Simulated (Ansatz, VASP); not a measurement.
# CsSnI3: VASP beside Ansatz

POSCAR

```
CsSnI3
1.0
    6.2414907048      0.0000000000      0.0000000000
    0.0000000000      6.2414907048      0.0000000000
    0.0000000000      0.0000000000      6.1166608907
Cs Sn I
1 1 3
Direct
    0.0000000000      0.0000000000      0.0000000000
    0.5000000000      0.5000000000      0.5000000000
    0.5000000000      0.5000000000      0.0000000000
    0.5000000000      0.0000000000      0.5000000000
    0.0000000000      0.5000000000      0.5000000000
```

INCAR.step1

```
SYSTEM = CsSnI3
ALGO = Normal
EDIFF = 1E-4
ENCUT = 520
GGA = PE
ISMEAR = 0
LASPH = .True.
LCHARG = .False.
LREAL = .False.
LWAVE = .True.
NBANDS = 30
NELM = 60
PREC = Accurate
SIGMA = 0.01
```

INCAR.step2

```
SYSTEM = CsSnI3
ALGO = Normal
EDIFF = 1E-6
ENCUT = 520
ISIF = 2
ISMEAR = 0
ISTART = 1
LASPH = .True.
LCHARG = .False.
LMIXTAU = .True.
LREAL = .False.
LWAVE = .False.
METAGGA = R2SCAN
NBANDS = 30
NELM = 60
PREC = Accurate
SIGMA = 0.01
```

Contents of KPOINTS:

```
k-points
0
Gamma
  4 4 4
  0 0 0
```

Input for Ansatz:

```yaml
crystal:
  lattice:
    - [6.2414907048, 0.0, 0.0]
    - [0.0, 6.2414907048, 0.0]
    - [0.0, 0.0, 6.1166608907]
  atoms:
    - { symbol: Cs, position: [0.0, 0.0, 0.0] }
    - { symbol: Sn, position: [0.5, 0.5, 0.5] }
    - { symbol: I, position: [0.5, 0.5, 0.0] }
    - { symbol: I, position: [0.5, 0.0, 0.5] }
    - { symbol: I, position: [0.0, 0.5, 0.5] }
kpoints:
  mp_grid: { grid: [4, 4, 4] }
  band_path:
    path: [[0.0, 0.0, 0.0], [0.0, 0.5, 0.0], [0.5, 0.5, 0.0], [0.5, 0.5, 0.5]]
    npoints: 1
hamiltonian:
  xc: r2scan
scf:
  occupations: { method: fixed }
  n_extra_bands: 5
output:
  forces: true
  stress: true
  eigenvalues: true
```

Change from the starting cell: uniaxial_z strain -2.0%.

Alike in both runs: task single point; functional r2SCAN; k mesh 4 × 4 × 4; no spin polarisation.

```csv
,VASP,Ansatz
version,VASP 6.6.1,Ansatz 0.2.0
potentials or method,"VASP PAW PBE potentials, release 64 (Cs_sv, Sn_d, I)","plane waves, PAW"
plane-wave cutoff (eV),520,500
occupations,"gaussian, width 0.01 eV",fixed
valence electrons in the cell,44,74
```

|  | VASP | Ansatz | Ansatz less VASP |
| --- | --- | --- | --- |
| gap on the k mesh at the Fermi level (eV) | 0.35 | 0.35 | +0.001 |
| pressure (GPa) | 0.4 | 0.4 | +0.01 |
| traceless stress, the component that is largest in VASP (GPa) | 0.55 | 0.55 | 0.000 |

VASP's potentials were made for PBE, not for r2SCAN. VASP's potentials hold 44 valence electrons a cell and Ansatz's 74, so a difference there can come from the potentials and not from the codes.

Neither program's run includes spin-orbit coupling.
